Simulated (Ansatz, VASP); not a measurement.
**One calculation of Tl, two programs**

```
Tl
1.0
     3.59028    0.00000    0.00000
    -1.79514    3.10928    0.00000
     0.00000    0.00000    5.64194
Tl
2
Direct
  0.33333 0.66667 0.25000
  0.66667 0.33333 0.75000
```

Alike in both runs: task single point; functional PBE; k mesh 10 × 10 × 6; occupations methfessel-paxton of order 1, width 0.6 eV; no spin polarisation.

|  | VASP | Ansatz |
| --- | --- | --- |
| version | VASP 6.6.1 | Ansatz 0.2.0 |
| potentials or method | VASP PAW PBE potentials, release 64 (Tl_d), cutoff 520 eV | plane waves (420 eV) with PAW, scalar-relativistic |
| valence electrons in the cell | 26 | 26 |

VASP gave:

```
pressure (GPa)                                                : -0.2
traceless stress, the component that is largest in VASP (GPa) : 0.07
```

**Question.** Which values does Ansatz return?

**Answer.** Pressure (GPa): -0.1; traceless stress, the component that is largest in VASP (GPa): 0.08.

Spin-orbit coupling is off throughout.
